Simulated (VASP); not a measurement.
# PbO (Pmmn) in VASP: notebook

PbO is run at these levels: PBE+D3(BJ); tasks: single point.

Program: VASP 6.6.1. These are calculated values, not measurements. Logs are shortened: lines on timing, memory, paths and dates and some standing lists are left out, and cuts for length are marked.

## (1) The cell of the first run

The structure is orthorhombic, space group Pmmn (No. 59). Conventional cell: a = 3.920 Å, b = 4.155 Å, c = 4.987 Å, α = 90.00°, β = 90.00°, γ = 90.00°. Pb (site symmetry mm2) has 4 O at 2.32 to 2.36 Å within 3.1 Å. O (site symmetry mm2) has 4 Pb at 2.32 to 2.36 Å and 4 O at 2.86 Å within 3.1 Å.

## (2) Single point, PBE+D3(BJ) (uniaxial strain along a: +3.0 %, then relaxed in part)

INCAR

```
PREC     = Accurate       # precision mode
ENCUT    = 600            # plane-wave cutoff, eV
EDIFF    = 1E-6           # SCF threshold, eV
ISMEAR   = 0              # smearing method
SIGMA    = 0.02           # smearing width, eV
LREAL    = False          # projectors in reciprocal space
LASPH    = True           # aspherical terms in the spheres
NELM     = 120            # most SCF steps
ALGO     = Normal         # electronic algorithm
ISIF     = 2              # what is computed and relaxed
LWAVE    = False          # write WAVECAR
LCHARG   = True           # write CHGCAR
GGA      = PE             # functional
IVDW     = 12             # dispersion correction
LELF     = True           # ELF
LVHAR    = True         
NBANDS   = 28             # bands
GGA_COMPAT= False
```

KPOINTS

```
regular mesh
0
Gamma
  8 8 6
```

POSCAR

```
PbO
1.0
    4.1549679998      0.0000000000      0.0000000000
    0.0000000000      3.9202054715      0.0000000000
    0.0000000000      0.0000000000      4.9870145973
Pb O
2 2
Direct
    0.0000000000      0.5000000000      0.2374864595
    0.5000000000      0.0000000000      0.7625135405
    0.0000000000      0.0000000000     -0.0129542707
    0.5000000000      0.5000000000      0.0129542707
```

Potentials or basis: VASP PAW PBE potentials, release 64 (Pb_d, O).

Launch:

```bash
> cat potpaw_PBE.64/Pb_d/POTCAR potpaw_PBE.64/O/POTCAR > POTCAR
> mpirun -np 1 vasp_std > vasp.out
```

OUTCAR:

```text
PREC = Accurate
   ENCUT = 600
   EDIFF = 1E-6
   ISMEAR = 0
   LREAL = False
   LASPH = True
   NELM = 120
   ISIF = 2
   GGA = PE
   IVDW = 12
 IVDW          = 12

 ion  position               nearest neighbor table
   1  0.000  0.500  0.237-   3 2.32   3 2.32   4 2.36   4 2.36   2 3.71   2 3.71   2 3.71   2 3.71
                             2 3.87   2 3.87   2 3.87   2 3.87
   2  0.500  0.000  0.763-   4 2.32   4 2.32   3 2.36   3 2.36   1 3.71   1 3.71   1 3.71   1 3.71
                             1 3.87   1 3.87   1 3.87   1 3.87
   3  0.000  0.000  0.987-   1 2.32   1 2.32   2 2.36   2 2.36
   4  0.500  0.500  0.013-   2 2.32   2 2.32   1 2.36   1 2.36

  LATTYP: Found a simple orthorhombic cell.
 ALAT       =     3.9202054715
 B/A-ratio  =     1.0598852611
 C/A-ratio  =     1.2721309211

  Lattice vectors:

 A1 = (   0.0000000000,  -3.9202054715,   0.0000000000)
 A2 = (   4.1549679998,   0.0000000000,   0.0000000000)
 A3 = (   0.0000000000,   0.0000000000,   4.9870145973)

Analysis of symmetry for initial positions (statically):
=====================================================================
 Subroutine PRICEL returns:
 Original cell was already a primitive cell.

 Routine SETGRP: Setting up the symmetry group for a
 simple orthorhombic supercell.

 Subroutine GETGRP returns: Found  8 space group operations
 (whereof  4 operations were pure point group operations)
 out of a pool of  8 trial point group operations.

The static configuration has the point symmetry C_2v.
 The point group associated with its full space group is D_2h.

Analysis of symmetry for dynamics (positions and initial velocities):
=====================================================================
 Subroutine PRICEL returns:
 Original cell was already a primitive cell.

 Routine SETGRP: Setting up the symmetry group for a
 simple orthorhombic supercell.

 Subroutine GETGRP returns: Found  8 space group operations
 (whereof  4 operations were pure point group operations)
 out of a pool of  8 trial point group operations.

The dynamic configuration has the point symmetry C_2v.
 The point group associated with its full space group is D_2h.

 Subroutine INISYM returns: Found  8 space group operations
 (whereof  4 operations are pure point group operations),
 and found     1 'primitive' translations

----------------------------------------------------------------------------------------

                                     Primitive cell

[... 95 lines left out ...]
   LREAL  =      F    real-space projection
   EDIFFG = 0.1E-04   stopping-criterion for IOM
   NSW    =      0    number of steps for IOM
   IBRION =     -1    ionic relax: 0-MD 1-quasi-New 2-CG
   NFREE  =      0    steps in history (QN), initial steepest desc. (CG)
   ISIF   =      2    stress and relaxation
   ISYM   =      2    0-nonsym 1-usesym 2-fastsym
   POTIM  = 0.5000    time-step for ionic-motion
   TEBEG  =    0.0;   TEEND  =   0.0 temperature during run
   PSTRESS=    0.0 pullay stress
   NELECT =      40.0000    total number of electrons
   NUPDOWN=      -1.0000    fix difference up-down
   EMIN   =  10.00;   EMAX   =-10.00  energy-range for DOS
   EFERMI =   0.00;   METHOD = LEGACY
   ISMEAR =     0;   SIGMA  =   0.02  broadening in eV -4-tet -1-fermi 0-gaus
   EFERMI_NEDOS =   21; number of points for ismear=-14 and -15
   IALGO  =     38    algorithm
   IMIX   =      4    mixing-type and parameters
     AMIX     =   0.40;   BMIX     =  1.00
     AMIX_MAG =   1.60;   BMIX_MAG =  1.00
  volume/ion in A,a.u.               =      20.31       137.04
  Fermi-wavevector in a.u.,A,eV,Ry     =   1.292774  2.442988 22.738918  1.671263
  Thomas-Fermi vector in A             =   2.424461
   LORBIT       =      0    0 simple, 1 ext, 2 COOP (PROOUT), +10 PAW based schemes
   GGA     = PE    functional components
   LHFCALC =     F    Hartree Fock is set to
   AEXX    =    0.0000 exact exchange contribution
   IVDW    =    12    specifies the selected vdW correction
   LEPSILON=     F    determine dielectric tensor
   LRPA    =     F    only Hartree local field effects (RPA)
 non-spin polarized calculation
 Gauss-broadening in eV      SIGMA  =   0.02
  energy-cutoff  :      600.00
  volume of cell :       81.23
 maximum number of plane-waves:      2744
 NGX is ok and might be reduce to    36
   NGX = 17   NGY = 15   NGZ = 19

 number of electron      39.9999994 magnetization

 Free energy of the ion-electron system (eV)
  ---------------------------------------------------
  ext. energy  EPLUGINS =         0.00000000
  ---------------------------------------------------
  free energy    TOTEN  =       -21.46744645 eV

  energy without entropy =      -21.46744645  energy(sigma->0) =      -21.46744645

 E-fermi :   4.9276     XC(G=0):  -9.7333

 val. band max:        4.8281282756   @ k =   0.0000   0.1250   0.0000
 cond. band min:       6.0899329137   @ k =   0.5000   0.5000   0.0000
 fundamental gap:      1.2618046381
 Fermi energy:         4.9275842187

 k-point     1 :       0.0000    0.0000    0.0000
  band No.  band energies     occupation
      1     -13.2431      2.00000
      2     -12.8159      2.00000
      3     -11.1159      2.00000
      4     -11.1113      2.00000
      5     -11.0653      2.00000
      6     -11.0302      2.00000
[... 733 lines left out ...]
     27      13.2677      0.00000
     28      13.2677      0.00000

 [... further k-points ...]

------------------------ aborting loop because EDIFF is reached ----------------------------------------

 Edisp (eV)   -0.93467

 E8    (eV) :    -0.4286

  FORCE on cell =-STRESS in cart. coord.  units (eV):
  Direction    XX          YY          ZZ          XY          YZ          ZX
  --------------------------------------------------------------------------------------
  -------------------------------------------------------------------------------------
  Total      -0.03591     0.02735     0.01571     0.00000     0.00000     0.00000
  in kB      -0.70828     0.53935     0.30993     0.00000     0.00000     0.00000
  external pressure =        0.05 kB  Pullay stress =        0.00 kB

 VOLUME and BASIS-vectors are now :
 -----------------------------------------------------------------------------
  energy-cutoff  :      600.00
  volume of cell :       81.23
      direct lattice vectors                 reciprocal lattice vectors
     4.154968000  0.000000000  0.000000000     0.240675740  0.000000000  0.000000000
     0.000000000  3.920205472  0.000000000     0.000000000  0.255088670  0.000000000
     0.000000000  0.000000000  4.987014597     0.000000000  0.000000000  0.200520769

 POSITION                                       TOTAL-FORCE (eV/Angst)
 -----------------------------------------------------------------------------------
      0.00000      1.96010      1.18435         0.000000      0.000000      0.036343
      2.07748      0.00000      3.80267         0.000000      0.000000     -0.036343
      0.00000      0.00000      4.92241         0.000000      0.000000     -0.005571
      2.07748      1.96010      0.06460         0.000000      0.000000      0.005571
 -----------------------------------------------------------------------------------
    total drift:                                0.000000      0.000000     -0.000000

  FREE ENERGIE OF THE ION-ELECTRON SYSTEM (eV)
  ---------------------------------------------------
  free  energy   TOTEN  =       -22.4021170833 eV

  energy  without entropy=      -22.4021170833  energy(sigma->0) =      -22.40211708
```

OSZICAR:

```text
N       E                     dE             d eps       ncg     rms          rms(c)
DAV:   1     0.484494376250E+03    0.48449E+03   -0.21199E+04  5600   0.187E+03
DAV:   2     0.416284131805E+02   -0.44287E+03   -0.42521E+03  5684   0.475E+02
DAV:   3    -0.228652603680E+02   -0.64494E+02   -0.62638E+02  7056   0.190E+02
DAV:   4    -0.260605142389E+02   -0.31953E+01   -0.31810E+01  6580   0.429E+01
DAV:   5    -0.261540556975E+02   -0.93541E-01   -0.93531E-01  6428   0.807E+00    0.124E+01
DAV:   6    -0.216972930441E+02    0.44568E+01   -0.25169E+01  8256   0.390E+01    0.563E+00
DAV:   7    -0.214977141306E+02    0.19958E+00   -0.30372E+00  6836   0.125E+01    0.250E+00
DAV:   8    -0.214749460192E+02    0.22768E-01   -0.52933E-01  6124   0.474E+00    0.784E-01
DAV:   9    -0.214664295807E+02    0.85164E-02   -0.53775E-02  9004   0.183E+00    0.281E-01
DAV:  10    -0.214676388022E+02   -0.12092E-02   -0.11720E-02  6492   0.766E-01    0.894E-02
DAV:  11    -0.214674873379E+02    0.15146E-03   -0.21307E-03  8772   0.368E-01    0.629E-02
DAV:  12    -0.214674488795E+02    0.38458E-04   -0.32848E-04  8068   0.168E-01    0.173E-02
DAV:  13    -0.214674468854E+02    0.19941E-05   -0.43384E-05  6588   0.455E-02    0.440E-03
DAV:  14    -0.214674464457E+02    0.43972E-06   -0.29891E-06  6284   0.143E-02
   1 F= -.22402117E+02 E0= -.22402117E+02  d E =-.107056E-14
```

stdout:

```text
POSCAR found type information on POSCAR PbO
 POSCAR found :  2 types and       4 ions
 scaLAPACK will be used
 LDA part: xc-table for (Slater+PW92), standard interpolation
 POSCAR, INCAR and KPOINTS ok, starting setup
 FFT: planning ... GRIDC
 FFT: planning ... GRID_SOFT
 FFT: planning ... GRID
 WAVECAR not read
 entering main loop
```

Wall time 2.2 min (1 thread of Intel Xeon 6975P-C (Granite Rapids), shared host); peak memory 0.37 GiB.

Results:

```
Free energy                : -22.4021 eV
Pressure                   : 0.0 GPa
Largest force              : 0.036 eV/Å
Band gap on the k mesh     : 1.26 eV (least direct gap 2.20 eV)
Dispersion energy per atom : -0.234 eV
```

Forces on the atoms (eV/Å):
```
Pb   0.000  0.000  0.036
Pb   0.000  0.000 -0.036
O    0.000  0.000 -0.006
O    0.000  0.000  0.006
```

Levels at points of the mesh, in eV from the valence-band top:
| k point | band 17 | band 18 | band 19 | band 20 | band 21 | band 22 | band 23 | band 24 |
| --- | --- | --- | --- | --- | --- | --- | --- | --- |
| (0.00, 0.00, 0.00) | -1.59 | -1.55 | -1.53 | -0.05 | 2.41 | 5.24 | 5.54 | 5.92 |
| (0.50, 0.00, 0.00) | -2.73 | -2.73 | -1.53 | -1.53 | 3.61 | 3.61 | 6.34 | 6.34 |
| (0.00, 0.50, 0.00) | -2.92 | -2.92 | -1.45 | -1.45 | 3.21 | 3.21 | 6.45 | 6.45 |
| (0.50, 0.50, 0.00) | -1.53 | -1.53 | -0.93 | -0.93 | 1.26 | 1.26 | 5.35 | 5.35 |
| (0.00, 0.00, 0.50) | -1.58 | -1.58 | -1.56 | -0.74 | 1.94 | 3.68 | 4.12 | 4.34 |
| (0.50, 0.00, 0.50) | -2.69 | -2.69 | -0.85 | -0.85 | 3.03 | 3.03 | 6.36 | 6.36 |
| (0.00, 0.50, 0.50) | -2.88 | -2.88 | -0.90 | -0.90 | 3.20 | 3.20 | 6.11 | 6.11 |
| (0.50, 0.50, 0.50) | -2.15 | -2.15 | -0.93 | -0.93 | 3.52 | 3.52 | 4.78 | 4.78 |

Caveat: the cell differs from its parent crystal (uniaxial strain along a: +3.0 %, then relaxed in part); spin-orbit coupling is left out, which moves the levels of the heavy elements.

## (3) Single point, PBE+D3(BJ) (uniaxial strain along a: +1.0 %)

INCAR

```
PREC     = Accurate       # precision mode
ENCUT    = 600            # plane-wave cutoff, eV
EDIFF    = 1E-6           # SCF threshold, eV
ISMEAR   = 0              # smearing method
SIGMA    = 0.02           # smearing width, eV
LREAL    = F              # projectors in reciprocal space
LASPH    = T              # aspherical terms in the spheres
NELM     = 120            # most SCF steps
ALGO     = Normal         # electronic algorithm
ISIF     = 2              # what is computed and relaxed
LWAVE    = F              # write WAVECAR
LCHARG   = F              # write CHGCAR
GGA      = PE             # functional
IVDW     = 12             # dispersion correction
NBANDS   = 28             # bands
GGA_COMPAT= F
```

KPOINTS

```
Automatic mesh
0
Gamma
  8 8 6
```

POSCAR

```
PbO
1.0
    4.0742890095      0.0000000000      0.0000000000
    0.0000000000      4.0238646406      0.0000000000
    0.0000000000      0.0000000000      4.9825035656
Pb O
2 2
Direct
    0.0000000000      0.5000000000      0.2377044693
    0.5000000000      0.0000000000      0.7622955307
    0.0000000000      0.0000000000      0.0000000000
    0.5000000000      0.5000000000      0.0000000000
```

Potentials or basis: VASP PAW PBE potentials, release 64 (Pb_d, O).

Launch:

```bash
> cat potpaw_PBE.64/Pb_d/POTCAR potpaw_PBE.64/O/POTCAR > POTCAR
> mpirun -np 1 vasp_std > vasp.out
```

OUTCAR:

```text
PREC = Accurate
   ENCUT = 600
   EDIFF = 1E-6
   ISMEAR = 0
   LREAL = F
   LASPH = T
   NELM = 120
   ISIF = 2
   GGA = PE
   IVDW = 12
 IVDW          = 12

 ion  position               nearest neighbor table
   1  0.000  0.500  0.238-   3 2.33   3 2.33   4 2.36   4 2.36   2 3.72   2 3.72   2 3.72   2 3.72
                             2 3.88   2 3.88   2 3.88   2 3.88
   2  0.500  0.000  0.762-   4 2.33   4 2.33   3 2.36   3 2.36   1 3.72   1 3.72   1 3.72   1 3.72
                             1 3.88   1 3.88   1 3.88   1 3.88
   3  0.000  0.000  0.000-   1 2.33   1 2.33   2 2.36   2 2.36
   4  0.500  0.500  0.000-   2 2.33   2 2.33   1 2.36   1 2.36

  LATTYP: Found a simple orthorhombic cell.
 ALAT       =     4.0238646406
 B/A-ratio  =     1.0125313283
 C/A-ratio  =     1.2382383630

  Lattice vectors:

 A1 = (   0.0000000000,  -4.0238646406,   0.0000000000)
 A2 = (   4.0742890095,   0.0000000000,   0.0000000000)
 A3 = (   0.0000000000,   0.0000000000,   4.9825035656)

Analysis of symmetry for initial positions (statically):
[... 179 lines left out ...]

 E-fermi :   4.8826     XC(G=0):  -9.7045

 val. band max:        4.7504930522   @ k =   0.0000   0.1250   0.0000
 cond. band min:       6.0406647857   @ k =   0.5000   0.5000   0.0000
 fundamental gap:      1.2901717335
 Fermi energy:         4.8826071798

 k-point     1 :       0.0000    0.0000    0.0000
  band No.  band energies     occupation
      1     -13.2584      2.00000
      2     -12.8434      2.00000
      3     -11.1687      2.00000
      4     -11.1671      2.00000
      5     -11.1189      2.00000
      6     -11.0758      2.00000
[... 733 lines left out ...]
     27      13.1651      0.00000
     28      13.1651      0.00000

 [... further k-points ...]

------------------------ aborting loop because EDIFF is reached ----------------------------------------

 Edisp (eV)   -0.92934

 E8    (eV) :    -0.4262

  FORCE on cell =-STRESS in cart. coord.  units (eV):
  Direction    XX          YY          ZZ          XY          YZ          ZX
  --------------------------------------------------------------------------------------
  -------------------------------------------------------------------------------------
  Total      -0.44670    -0.03961    -0.09840     0.00000     0.00000     0.00000
  in kB      -8.76168    -0.77687    -1.92995     0.00000     0.00000     0.00000
  external pressure =       -3.82 kB  Pullay stress =        0.00 kB

 VOLUME and BASIS-vectors are now :
 -----------------------------------------------------------------------------
  energy-cutoff  :      600.00
  volume of cell :       81.69
      direct lattice vectors                 reciprocal lattice vectors
     4.074289010  0.000000000  0.000000000     0.245441597  0.000000000  0.000000000
     0.000000000  4.023864641  0.000000000     0.000000000  0.248517306  0.000000000
     0.000000000  0.000000000  4.982503566     0.000000000  0.000000000  0.200702315

 POSITION                                       TOTAL-FORCE (eV/Angst)
 -----------------------------------------------------------------------------------
      0.00000      2.01193      1.18436         0.000000      0.000000     -0.002164
      2.03714      0.00000      3.79814         0.000000      0.000000      0.002164
      0.00000      0.00000      0.00000         0.000000      0.000000     -0.089433
      2.03714      2.01193      0.00000         0.000000      0.000000      0.089433
 -----------------------------------------------------------------------------------
    total drift:                                0.000000      0.000000      0.000000

  FREE ENERGIE OF THE ION-ELECTRON SYSTEM (eV)
  ---------------------------------------------------
  free  energy   TOTEN  =       -22.4010774904 eV

  energy  without entropy=      -22.4010774904  energy(sigma->0) =      -22.40107749
```

stdout:

```text
POSCAR found type information on POSCAR PbO
 POSCAR found :  2 types and       4 ions
 scaLAPACK will be used
 LDA part: xc-table for (Slater+PW92), standard interpolation
 POSCAR, INCAR and KPOINTS ok, starting setup
 FFT: planning ... GRIDC
 FFT: planning ... GRID_SOFT
 FFT: planning ... GRID
 WAVECAR not read
 entering main loop
```

It took 1.9 min on 1 thread of Intel Xeon 6975P-C (Granite Rapids), shared host; peak memory 0.38 GiB.

What came out:

```yaml
Free_energy: -22.4011 eV
Pressure: -0.4 GPa
Largest_force: 0.089 eV/Å
Band_gap_on_the_k_mesh: 1.29 eV (least direct gap 2.19 eV)
Dispersion_energy_per_atom: -0.232 eV
```

Forces in eV/Å, atoms in the order of the input:
```
Pb   0.000  0.000 -0.002
Pb   0.000  0.000  0.002
O    0.000  0.000 -0.089
O    0.000  0.000  0.089
```

Stress tensor (GPa, compression positive):
```
-0.88  0.00  0.00
 0.00 -0.08  0.00
 0.00  0.00 -0.19
```

Levels at points of the mesh, in eV from the valence-band top:
```csv
k point,band 18,band 19,band 20,band 21,band 22,band 23
"(0.00, 0.00, 0.00)",-1.51,-1.48,-0.03,2.37,5.47,5.57
"(0.50, 0.00, 0.00)",-2.80,-1.45,-1.45,3.42,3.42,6.49
"(0.00, 0.50, 0.00)",-2.79,-1.46,-1.46,3.44,3.44,6.49
"(0.50, 0.50, 0.00)",-1.50,-0.90,-0.90,1.29,1.29,5.36
"(0.00, 0.00, 0.50)",-1.55,-1.50,-0.69,1.91,3.88,4.10
"(0.50, 0.00, 0.50)",-2.76,-0.82,-0.82,3.10,3.10,6.27
"(0.00, 0.50, 0.50)",-2.75,-0.85,-0.85,3.17,3.17,6.12
"(0.50, 0.50, 0.50)",-2.12,-0.90,-0.90,3.56,3.56,4.81
```

Caveat: the cell differs from its parent crystal (uniaxial strain along a: +1.0 %); spin-orbit coupling is left out, which moves the levels of the heavy elements. A k mesh can miss the band edges.
